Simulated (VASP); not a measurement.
# InP (F-43m) in VASP: single point with LDA

Aim: the single point of InP with LDA.

All numbers are computed with VASP 6.6.1; they aren't measurements. Logs are shortened: lines on timing, memory, paths and dates and some standing lists are left out, and cuts for length are marked.

## Step 1: The cell of the first run

Symmetry: F-43m, No. 216, cubic system. The conventional cell has a = 5.904 Å, b = 5.904 Å, c = 5.904 Å, α = 90.00°, β = 90.00°, γ = 90.00°. Within 3.4 Å of In (site symmetry -43m) lie 4 P at 2.56 Å. Within 3.4 Å of P (site symmetry -43m) lie 4 In at 2.56 Å.

## Step 2: Single point, LDA

The input, INCAR:

```
PREC = Accurate ; ENCUT = 520
EDIFF = 1E-6 ; ISMEAR = 0
SIGMA = 0.1 ; LREAL = F
LASPH = T ; NELM = 100
ALGO = Normal ; ISIF = 2
LWAVE = F ; LCHARG = F
GGA = CA ; NBANDS = 16
```

The input, KPOINTS:

```
regular mesh
0
Gamma
  6 6 6
```

The input, POSCAR:

```
InP
1.0
    0.0000000000      2.9519763900      2.9519763900
    2.9519763900      0.0000000000      2.9519763900
    2.9519763900      2.9519763900      0.0000000000
In P
1 1
Direct
    0.0000000000      0.0000000000      0.0000000000
    0.7500000000      0.7500000000      0.7500000000
```

Potentials or basis: VASP PAW LDA potentials, release 64 (In_d, P).

Launch:

```
> cat potpaw_LDA.64/In_d/POTCAR potpaw_LDA.64/P/POTCAR > POTCAR
> mpirun -np 1 vasp_std > vasp.out
```

OUTCAR:

```text
PREC = Accurate
   ENCUT = 520
   EDIFF = 1E-6
   ISMEAR = 0
   LREAL = F
   LASPH = T
   NELM = 100
   ISIF = 2
   GGA = CA

 ion  position               nearest neighbor table
   1  0.000  0.000  0.000-   2 2.56   2 2.56   2 2.56   2 2.56
   2  0.750  0.750  0.750-   1 2.56   1 2.56   1 2.56   1 2.56

  LATTYP: Found a face centered cubic cell.
 ALAT       =     5.9039527800

  Lattice vectors:

 A1 = (   0.0000000000,   2.9519763900,   2.9519763900)
 A2 = (   2.9519763900,   0.0000000000,   2.9519763900)
 A3 = (   2.9519763900,   2.9519763900,   0.0000000000)

Analysis of symmetry for initial positions (statically):
=====================================================================
 Subroutine PRICEL returns:
 Original cell was already a primitive cell.

 Routine SETGRP: Setting up the symmetry group for a
 face centered cubic supercell.

 Subroutine GETGRP returns: Found 24 space group operations
 (whereof 24 operations were pure point group operations)
 out of a pool of 48 trial point group operations.

The static configuration has the point symmetry T_d .

Analysis of symmetry for dynamics (positions and initial velocities):
=====================================================================
 Subroutine PRICEL returns:
 Original cell was already a primitive cell.

 Routine SETGRP: Setting up the symmetry group for a
 face centered cubic supercell.

 Subroutine GETGRP returns: Found 24 space group operations
 (whereof 24 operations were pure point group operations)
 out of a pool of 48 trial point group operations.

The dynamic configuration has the point symmetry T_d .

 Subroutine INISYM returns: Found 24 space group operations
 (whereof 24 operations are pure point group operations),
 and found     1 'primitive' translations

----------------------------------------------------------------------------------------

                                     Primitive cell

  volume of cell :      51.4480

  direct lattice vectors                    reciprocal lattice vectors
     0.000000000  2.951976390  2.951976390    -0.169378048  0.169378048  0.169378048
     2.951976390  0.000000000  2.951976390     0.169378048 -0.169378048  0.169378048
     2.951976390  2.951976390  0.000000000     0.169378048  0.169378048 -0.169378048

  length of vectors
     4.174725047  4.174725047  4.174725047     0.293371386  0.293371386  0.293371386

  position of ions in fractional coordinates (direct lattice)
     0.000000000  0.000000000  0.000000000
     0.750000000  0.750000000  0.750000000

  ion indices of the primitive-cell ions
   primitive index   ion index
                 1           1
                 2           2

----------------------------------------------------------------------------------------

 KPOINTS: regular mesh

Automatic generation of k-mesh.
 Grid dimensions read from file:
 generate k-points for:    6    6    6

 Generating k-lattice:

  Cartesian coordinates                     Fractional coordinates (reciprocal lattice)
    -0.028229675  0.028229675  0.028229675     0.166666667  0.000000000  0.000000000
     0.028229675 -0.028229675  0.028229675     0.000000000  0.166666667  0.000000000
     0.028229675  0.028229675 -0.028229675     0.000000000  0.000000000  0.166666667

  Length of vectors
     0.048895231  0.048895231  0.048895231

  Shift w.r.t. Gamma in fractional coordinates (k-lattice)
     0.000000000  0.000000000  0.000000000

 Subroutine IBZKPT returns following result:
 ===========================================

 Found     16 irreducible k-points:

 Following reciprocal coordinates:
            Coordinates               Weight
  0.000000  0.000000  0.000000      1.000000
  0.166667  0.000000  0.000000      8.000000
  0.333333  0.000000  0.000000      8.000000
  0.500000  0.000000  0.000000      4.000000
  0.166667  0.166667  0.000000      6.000000
  0.333333  0.166667  0.000000     24.000000
[... 8 lines left out ...]
 -0.333333  0.333333  0.166667     24.000000
 -0.333333  0.500000  0.166667     12.000000
   k-points           NKPTS =     16   k-points in BZ     NKDIM =     16   number of bands    NBANDS=     16
   number of dos      NEDOS =    301   number of ions     NIONS =      2
   total plane-waves  NPLWV =  32768
   dimension x,y,z NGX =    32 NGY =   32 NGZ =   32
   dimension x,y,z NGXF=    64 NGYF=   64 NGZF=   64
   ions per type =               1   1
   NGX,Y,Z   is equivalent  to a cutoff of  12.74, 12.74, 12.74 a.u.
   NGXF,Y,Z  is equivalent  to a cutoff of  25.49, 25.49, 25.49 a.u.
 SYSTEM =  unknown system
   PREC   = accura    normal or accurate (medium, high low for compatibility)
   ISTART =      0    job   : 0-new  1-cont  2-samecut
   ICHARG =      2    charge: 1-file 2-atom 10-const
   ISPIN  =      1    spin polarized calculation?
   LNONCOLLINEAR =      F non collinear calculations
   LSORBIT =      F    spin-orbit coupling
   LASPH  =      T    aspherical Exc in radial PAW
   ENCUT  =  520.0 eV  38.22 Ry    6.18 a.u.   7.76  7.76  7.76*2*pi/ulx,y,z
   NELM   =    100;   NELMIN=  2; NELMDL= -5     # of ELM steps
   EDIFF  = 0.1E-05   stopping-criterion for ELM
   LREAL  =      F    real-space projection
   EDIFFG = 0.1E-04   stopping-criterion for IOM
   NSW    =      0    number of steps for IOM
   IBRION =     -1    ionic relax: 0-MD 1-quasi-New 2-CG
   NFREE  =      0    steps in history (QN), initial steepest desc. (CG)
   ISIF   =      2    stress and relaxation
   ISYM   =      2    0-nonsym 1-usesym 2-fastsym
   POTIM  = 0.5000    time-step for ionic-motion
   TEBEG  =    0.0;   TEEND  =   0.0 temperature during run
   PSTRESS=    0.0 pullay stress
   NELECT =      18.0000    total number of electrons
   NUPDOWN=      -1.0000    fix difference up-down
   EMIN   =  10.00;   EMAX   =-10.00  energy-range for DOS
   EFERMI =   0.00;   METHOD = LEGACY
   ISMEAR =     0;   SIGMA  =   0.10  broadening in eV -4-tet -1-fermi 0-gaus
   EFERMI_NEDOS =   21; number of points for ismear=-14 and -15
   IALGO  =     38    algorithm
   IMIX   =      4    mixing-type and parameters
     AMIX     =   0.40;   BMIX     =  1.00
     AMIX_MAG =   1.60;   BMIX_MAG =  1.00
  volume/ion in A,a.u.               =      25.72       173.59
  Fermi-wavevector in a.u.,A,eV,Ry     =   1.153567  2.179925 18.105499  1.330717
  Thomas-Fermi vector in A             =   2.290210
   LORBIT       =      0    0 simple, 1 ext, 2 COOP (PROOUT), +10 PAW based schemes
   GGA     = CA    functional components
   LHFCALC =     F    Hartree Fock is set to
   AEXX    =    0.0000 exact exchange contribution
   IVDW    =     0    specifies the selected vdW correction
   LEPSILON=     F    determine dielectric tensor
   LRPA    =     F    only Hartree local field effects (RPA)
 non-spin polarized calculation
 Gauss-broadening in eV      SIGMA  =   0.10
  energy-cutoff  :      520.00
  volume of cell :       51.45
 maximum number of plane-waves:      1411
   NGX = 15   NGY = 15   NGZ = 15

 number of electron      18.0000008 magnetization

 Free energy of the ion-electron system (eV)
  ---------------------------------------------------
  ext. energy  EPLUGINS =         0.00000000
  ---------------------------------------------------
  free energy    TOTEN  =        -9.64398777 eV

  energy without entropy =       -9.64396715  energy(sigma->0) =       -9.64397746

 E-fermi :   4.9839     XC(G=0):  -9.5152

 val. band max:        4.7770372152   @ k =   0.0000   0.0000   0.0000
 cond. band min:       5.1651906837   @ k =   0.0000   0.0000   0.0000
 fundamental gap:      0.3881534685
 Fermi energy:         4.9838612050

 k-point     1 :       0.0000    0.0000    0.0000
  band No.  band energies     occupation
      1      -9.3739      2.00000
      2      -9.3739      2.00000
      3      -9.3739      2.00000
      4      -9.2300      2.00000
      5      -9.2300      2.00000
      6      -6.6210      2.00000
[... 8 lines left out ...]
     15      14.1869      0.00000
     16      14.1869      0.00000

 k-point     2 :       0.1667    0.0000    0.0000
  band No.  band energies     occupation
      1      -9.4027      2.00000
      2      -9.3622      2.00000
      3      -9.3622      2.00000
      4      -9.2296      2.00000
      5      -9.2296      2.00000
      6      -6.3160      2.00000
[... 8 lines left out ...]
     15      13.3180      0.00000
     16      13.9222      0.00000

 k-point     3 :       0.3333    0.0000    0.0000
  band No.  band energies     occupation
      1      -9.4568      2.00000
      2      -9.3436      2.00000
      3      -9.3436      2.00000
      4      -9.2236      2.00000
      5      -9.2236      2.00000
      6      -5.5272      2.00000
[... 8 lines left out ...]
     15      13.7730      0.00000
     16      13.7730      0.00000

 k-point     4 :       0.5000    0.0000    0.0000
  band No.  band energies     occupation
      1      -9.4824      2.00000
      2      -9.3373      2.00000
      3      -9.3373      2.00000
      4      -9.2174      2.00000
      5      -9.2174      2.00000
      6      -4.9387      2.00000
[... 8 lines left out ...]
     15      15.3189      0.00000
     16      15.3189      0.00000

 k-point     5 :       0.1667    0.1667    0.0000
  band No.  band energies     occupation
      1      -9.4236      2.00000
      2      -9.3502      2.00000
      3      -9.3502      2.00000
      4      -9.2401      2.00000
      5      -9.2217      2.00000
      6      -6.2156      2.00000
[... 8 lines left out ...]
     15      14.4387      0.00000
     16      14.8956      0.00000

 k-point     6 :       0.3333    0.1667    0.0000
  band No.  band energies     occupation
      1      -9.4659      2.00000
      2      -9.3336      2.00000
      3      -9.3286      2.00000
      4      -9.2446      2.00000
      5      -9.2146      2.00000
      6      -5.5796      2.00000
[... 8 lines left out ...]
     15      14.6730      0.00000
     16      15.2657      0.00000

 k-point     7 :       0.5000    0.1667    0.0000
  band No.  band energies     occupation
      1      -9.4897      2.00000
      2      -9.3297      2.00000
      3      -9.3203      2.00000
      4      -9.2340      2.00000
      5      -9.2142      2.00000
      6      -4.8224      2.00000
[... 8 lines left out ...]
     15      15.3756      0.00000
     16      15.4782      0.00000

 k-point     8 :      -0.3333    0.1667    0.0000
  band No.  band energies     occupation
      1      -9.4783      2.00000
      2      -9.3328      2.00000
      3      -9.3274      2.00000
      4      -9.2274      2.00000
      5      -9.2232      2.00000
      6      -5.0346      2.00000
[... 8 lines left out ...]
     15      14.5350      0.00000
     16      15.7291      0.00000

 k-point     9 :      -0.1667    0.1667    0.0000
  band No.  band energies     occupation
      1      -9.4394      2.00000
      2      -9.3484      2.00000
      3      -9.3432      2.00000
      4      -9.2349      2.00000
      5      -9.2229      2.00000
      6      -5.8436      2.00000
[... 8 lines left out ...]
     15      14.0570      0.00000
     16      15.3904      0.00000

 k-point    10 :       0.3333    0.3333    0.0000
  band No.  band energies     occupation
      1      -9.5080      2.00000
      2      -9.3011      2.00000
      3      -9.3011      2.00000
      4      -9.2647      2.00000
      5      -9.2051      2.00000
      6      -5.1544      2.00000
[... 8 lines left out ...]
     15      15.0853      0.00000
     16      17.7515      0.00000

 k-point    11 :       0.5000    0.3333    0.0000
  band No.  band energies     occupation
      1      -9.5234      2.00000
      2      -9.2981      2.00000
      3      -9.2890      2.00000
      4      -9.2630      2.00000
      5      -9.2045      2.00000
      6      -4.5119      2.00000
[... 8 lines left out ...]
     15      15.5597      0.00000
     16      16.5781      0.00000

 k-point    12 :      -0.3333    0.3333    0.0000
  band No.  band energies     occupation
      1      -9.5046      2.00000
      2      -9.3170      2.00000
      3      -9.2993      2.00000
      4      -9.2436      2.00000
      5      -9.2187      2.00000
      6      -4.4399      2.00000
[... 8 lines left out ...]
     15      13.8812      0.00000
     16      17.6515      0.00000

 k-point    13 :       0.5000    0.5000    0.0000
  band No.  band energies     occupation
      1      -9.5452      2.00000
      2      -9.2782      2.00000
      3      -9.2757      2.00000
      4      -9.2757      2.00000
      5      -9.1969      2.00000
      6      -4.2926      2.00000
[... 8 lines left out ...]
     15      15.5412      0.00000
     16      16.4487      0.00000

 k-point    14 :       0.5000    0.3333    0.1667
  band No.  band energies     occupation
      1      -9.4948      2.00000
      2      -9.3231      2.00000
      3      -9.3053      2.00000
      4      -9.2485      2.00000
      5      -9.2128      2.00000
      6      -4.9103      2.00000
[... 8 lines left out ...]
     15      15.6424      0.00000
     16      16.3503      0.00000

 k-point    15 :      -0.3333    0.3333    0.1667
  band No.  band energies     occupation
      1      -9.5035      2.00000
      2      -9.3238      2.00000
      3      -9.2951      2.00000
      4      -9.2434      2.00000
      5      -9.2174      2.00000
      6      -4.4389      2.00000
[... 8 lines left out ...]
     15      15.6292      0.00000
     16      16.1919      0.00000

 k-point    16 :      -0.3333    0.5000    0.1667
  band No.  band energies     occupation
      1      -9.5220      2.00000
      2      -9.3066      2.00000
      3      -9.2828      2.00000
      4      -9.2572      2.00000
      5      -9.2094      2.00000
      6      -4.2366      2.00000
[... 8 lines left out ...]
     15      15.9086      0.00000
     16      16.5520      0.00000

------------------------ aborting loop because EDIFF is reached ----------------------------------------

  FORCE on cell =-STRESS in cart. coord.  units (eV):
  Direction    XX          YY          ZZ          XY          YZ          ZX
  --------------------------------------------------------------------------------------
  -------------------------------------------------------------------------------------
  Total       -0.8250630     -0.8250630     -0.8250630     -0.0000000     -0.0000000      0.0000000
  in kB      -25.6938427    -25.6938427    -25.6938427     -0.0000000     -0.0000000      0.0000000
  external PRESSURE =     -25.6938427 kB  Pullay stress =       0.0000000 kB

 VOLUME and BASIS-vectors are now :
 -----------------------------------------------------------------------------
  energy-cutoff  :      520.00
  volume of cell :       51.45
      direct lattice vectors                 reciprocal lattice vectors
     0.000000000  2.951976390  2.951976390    -0.169378048  0.169378048  0.169378048
     2.951976390  0.000000000  2.951976390     0.169378048 -0.169378048  0.169378048
     2.951976390  2.951976390  0.000000000     0.169378048  0.169378048 -0.169378048

 POSITION                                       TOTAL-FORCE (eV/Angst)
 -----------------------------------------------------------------------------------
      0.00000      0.00000      0.00000         0.000000     -0.000000      0.000000
      4.42796      4.42796      4.42796        -0.000000      0.000000     -0.000000
 -----------------------------------------------------------------------------------
    total drift:                                0.000000      0.000000      0.000000

  FREE ENERGIE OF THE ION-ELECTRON SYSTEM (eV)
  ---------------------------------------------------
  free  energy   TOTEN  =        -9.6439877720 eV

  energy  without entropy=       -9.6439671494  energy(sigma->0) =       -9.64397746
```

It took 4.5 s on 1 thread of Intel Xeon 6975P-C (Granite Rapids), shared host; peak memory 0.15 GiB.

What came out:

```yaml
Free_energy: -9.6440 eV
Pressure: -2.6 GPa
Band_gap_on_the_k_mesh: 0.39 eV, direct
```

Caveat: spin-orbit coupling is left out, which moves the levels of the heavy elements.
